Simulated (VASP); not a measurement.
# As in VASP: notebook, part 3 of 3

VASP 6.6.1. The steps go on from the part before.

## 5. Single point, PBE

This run uses another cell than the first one, of 21.96 Å³/atom, 1.020 times its volume.

Input file INCAR:

```
ALGO     = Normal         # electronic algorithm
EDIFF    = 1E-6           # SCF threshold, eV
ENCUT    = 600            # plane-wave cutoff, eV
GGA      = PE             # functional
GGA_COMPAT= F            
ISIF     = 2              # what is computed and relaxed
ISMEAR   = -1             # smearing method
LASPH    = T              # aspherical terms in the spheres
LCHARG   = F              # write CHGCAR
LREAL    = F              # projectors in reciprocal space
LWAVE    = F              # write WAVECAR
NBANDS   = 22             # bands
NELM     = 120            # most SCF steps
PREC     = Accurate       # precision mode
SIGMA    = 0.05           # smearing width, eV
```

Input file KPOINTS:

```
k-points
0
Gamma
  7 7 7
```

Input file POSCAR:

```
As
1.0
    1.8996048677      1.0967373817      3.5140619945
   -1.8996048677      1.0967373817      3.5140619945
    0.0000000000     -2.1934747634      3.5140619945
As
2
Direct
    0.2260000000      0.2260000000      0.2260000000
    0.7740000000      0.7740000000      0.7740000000
```

Potentials or basis: VASP PAW PBE potentials, release 64 (As_d).

Started as:

```bash
$ cat potpaw_PBE.64/As_d/POTCAR > POTCAR
$ mpirun -np 1 vasp_std > vasp.out
```

OUTCAR:

```text
EDIFF = 1E-6
   ENCUT = 600
   GGA = PE
   ISIF = 2
   ISMEAR = -1
   LASPH = T
   LREAL = F
   NELM = 120
   PREC = Accurate

 ion  position               nearest neighbor table
   1  0.226  0.226  0.226-   2 2.53   2 2.53   2 2.53
   2  0.774  0.774  0.774-   1 2.53   1 2.53   1 2.53

  LATTYP: Found a trigonal (rhomboedric) cell.
 ALAT       =     4.1424585983
 COS(alpha) =     0.5794281604

  Lattice vectors:

 A1 = (   1.8996048677,   1.0967373817,   3.5140619945)
 A2 = (  -1.8996048677,   1.0967373817,   3.5140619945)
 A3 = (   0.0000000000,  -2.1934747634,   3.5140619945)

Analysis of symmetry for initial positions (statically):
=====================================================================
 Subroutine PRICEL returns:
 Original cell was already a primitive cell.

 Routine SETGRP: Setting up the symmetry group for a
 trigonal (rhombohedral) supercell.

 Subroutine GETGRP returns: Found 12 space group operations
[... 159 lines left out ...]
  ext. energy  EPLUGINS =         0.00000000
  ---------------------------------------------------
  free energy    TOTEN  =        -9.37263828 eV

  energy without entropy =       -9.37019889  energy(sigma->0) =       -9.37141858

 E-fermi :   3.5961     XC(G=0): -10.5580

 val. band max:        3.5785679933   @ k =   0.4286   0.2857   0.2857
 cond. band min:       3.6126932106   @ k =   0.4286   0.0000  -0.0000
 fundamental gap:      0.0341252173
 Fermi energy:         3.5961369940

 k-point     1 :       0.0000    0.0000    0.0000
  band No.  band energies     occupation
      1     -32.6650      2.00000
      2     -32.6650      2.00000
      3     -32.6222      2.00000
      4     -32.6222      2.00000
      5     -32.5887      2.00000
      6     -32.5561      2.00000
[... 589 lines left out ...]
     21      14.0236      0.00000
     22      14.2107      0.00000

 [... further k-points ...]

------------------------ aborting loop because EDIFF is reached ----------------------------------------

  FORCE on cell =-STRESS in cart. coord.  units (eV):
  Direction    XX          YY          ZZ          XY          YZ          ZX
  --------------------------------------------------------------------------------------
  -------------------------------------------------------------------------------------
  Total        0.5072890      0.5072890      0.5203982      0.0000000      0.0000000     -0.0000000
  in kB       18.5028837     18.5028837     18.9810307      0.0000000      0.0000000     -0.0000000
  external PRESSURE =      18.6622661 kB  Pullay stress =       0.0000000 kB

 VOLUME and BASIS-vectors are now :
 -----------------------------------------------------------------------------
  energy-cutoff  :      600.00
  volume of cell :       43.93
      direct lattice vectors                 reciprocal lattice vectors
     1.899604868  1.096737382  3.514061995     0.263212634  0.151965885  0.094856987
    -1.899604868  1.096737382  3.514061995    -0.263212634  0.151965885  0.094856987
     0.000000000 -2.193474763  3.514061995     0.000000000 -0.303931770  0.094856987

 POSITION                                       TOTAL-FORCE (eV/Angst)
 -----------------------------------------------------------------------------------
      0.00000      0.00000      2.38253         0.000000      0.000000      0.299093
      0.00000      0.00000      8.15965         0.000000     -0.000000     -0.299093
 -----------------------------------------------------------------------------------
    total drift:                               -0.000000      0.000000     -0.000000

  FREE ENERGIE OF THE ION-ELECTRON SYSTEM (eV)
  ---------------------------------------------------
  free  energy   TOTEN  =        -9.3726382827 eV

  energy  without entropy=       -9.3701988872  energy(sigma->0) =       -9.37141858
```

stdout:

```text
POSCAR found type information on POSCAR As
 POSCAR found :  1 types and       2 ions
 scaLAPACK will be used
 LDA part: xc-table for (Slater+PW92), standard interpolation
 POSCAR, INCAR and KPOINTS ok, starting setup
 FFT: planning ... GRIDC
 FFT: planning ... GRID_SOFT
 FFT: planning ... GRID
 WAVECAR not read
 entering main loop
```

It took 32 s on 1 thread of AMD EPYC 9R45 (Zen 5), shared host; peak memory 0.19 GiB.

What came out:

* Free energy: -9.3726 eV
* Pressure: 1.9 GPa
* Largest force: 0.299 eV/Å
* Band gap on the k mesh: 0.03 eV, indirect (least direct gap 0.67 eV)

Forces on the atoms (eV/Å):
```
As   0.000  0.000  0.299
As   0.000  0.000 -0.299
```

A k mesh can miss the band edges.

## 6. The runs side by side

| level | potentials or basis | cell | k mesh | cutoff (eV) | smearing | second run | gap on the mesh (eV) | pressure (GPa) | largest force (eV/Å) |
| --- | --- | --- | --- | --- | --- | --- | --- | --- | --- |
| r2SCAN | VASP PAW PBE potentials, release 64 (As) | a = 4.131 Å, angles 54.2°, 2 atoms | 9 × 9 × 9 | 520 | methfessel-paxton 0.025 eV | - | none | 2.0 | 0.19 |
| PBEsol+D3(BJ) | VASP PAW PBE potentials, release 64 (As_d) | a = 3.913 Å, angles 57.2°, 2 atoms | 9 × 9 × 9 | 600 | fermi-dirac 0.05 eV | valence_matched | none | 0.2 | - |
| PBE | VASP PAW PBE potentials, release 64 (As) | a = 4.131 Å, angles 54.2°, 2 atoms | 5 × 5 × 5 | 500 | fermi-dirac 0.05 eV | - | 0.06 | 4.0 | 0.42 |
| PBE | VASP PAW PBE potentials, release 64 (As_d) | a = 4.142 Å, angles 54.6°, 2 atoms | 7 × 7 × 7 | 600 | fermi-dirac 0.05 eV | valence_matched | 0.03 | 1.9 | 0.30 |

Some of these runs hold the atoms at other places in the same cell, which the table doesn't show; runs alike in all that it shows share one row.

Alike in all rows: task single point; no spin polarisation.

Caveats: the PAW data sets were made with another functional, which shifts forces and pressure a little (some runs); pairwise dispersion overbinds metals, which lowers pressure and volume (some runs).

Absolute energies hang on the potentials; compare differences alone.
